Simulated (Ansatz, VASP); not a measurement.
# Cu in VASP and in Ansatz

The input POSCAR:

```
Cu
1.0
   -1.4232937226      1.4232937226      1.3574834749
    1.4232937226     -1.4232937226      1.3574834749
    1.4232937226      1.4232937226     -1.3574834749
Cu
1
Direct
    0.0000000000      0.0000000000      0.0000000000
```

INCAR.step1

```
SYSTEM = Cu
  ALGO = Normal
  EDIFF = 1E-5
  ENCUT = 520
  GGA = PE
  ISIF = 2
  ISMEAR = -1
  LASPH = .True.
  LCHARG = .False.
  LREAL = .False.
  LWAVE = .True.
  NBANDS = 12
  NELM = 80
  PREC = Accurate
  SIGMA = 0.05
```

Contents of INCAR.step2:

```
SYSTEM = Cu
  AEXX = 0.25
  ALGO = Normal
  EDIFF = 1E-6
  ENCUT = 520
  GGA = PE
  ISIF = 2
  ISMEAR = -1
  ISTART = 1
  LASPH = .True.
  LCHARG = .False.
  LHFCALC = .True.
  LREAL = .False.
  LWAVE = .False.
  NBANDS = 12
  NELM = 80
  PREC = Accurate
  PRECFOCK = Normal
  SIGMA = 0.05
```

The input KPOINTS:

```
k-points
0
Gamma
  6 6 6
  0 0 0
```

The input input.yaml:

```yaml
crystal:
  lattice:
    - [-1.4232937226, 1.4232937226, 1.3574834749]
    - [1.4232937226, -1.4232937226, 1.3574834749]
    - [1.4232937226, 1.4232937226, -1.3574834749]
  atoms:
    - { symbol: Cu, position: [0.0, 0.0, 0.0] }
hamiltonian:
  xc: pbe0
  pseudopotentials: { kind: paw }
kpoints:
  mp_grid: { grid: [6, 6, 6] }
scf:
  occupations: { method: fermi_dirac, width: 0.05 }
output:
  forces: true
  stress: true
  eigenvalues: true
  write_density: true
  write_potential: true
  elf: true
  volumetric_format: npy
```

Alike in both runs: task single point; functional PBE0; k mesh 6 × 6 × 6; occupations fermi-dirac, width 0.05 eV; no spin polarisation.

|  | VASP | Ansatz |
| --- | --- | --- |
| version | VASP 6.6.1 | Ansatz 0.2.0 |
| potentials or method | VASP PAW PBE potentials, release 64 (Cu) | Ansatz PAW |
| plane-wave cutoff (eV) | 520 | 420 |
| valence electrons in the cell | 11 | 19 |

Ansatz gave:

```
gap on the k mesh at the Fermi level (eV)                     : none
pressure (GPa)                                                : 14.5
traceless stress, the component that is largest in VASP (GPa) : -2.43
```

Problem. Estimate VASP's values.

Solution. gap on the k mesh at the Fermi level (eV): none; pressure (GPa): 14.4; traceless stress, the component that is largest in VASP (GPa): -2.48.

A gap of «none» marks a metal or a gap that the smearing closes. VASP's potentials hold 11 valence electrons a cell and Ansatz's 19, so a difference there can come from the potentials and not from the codes.

The k mesh is coarse, so the values compare programs but aren't converged.
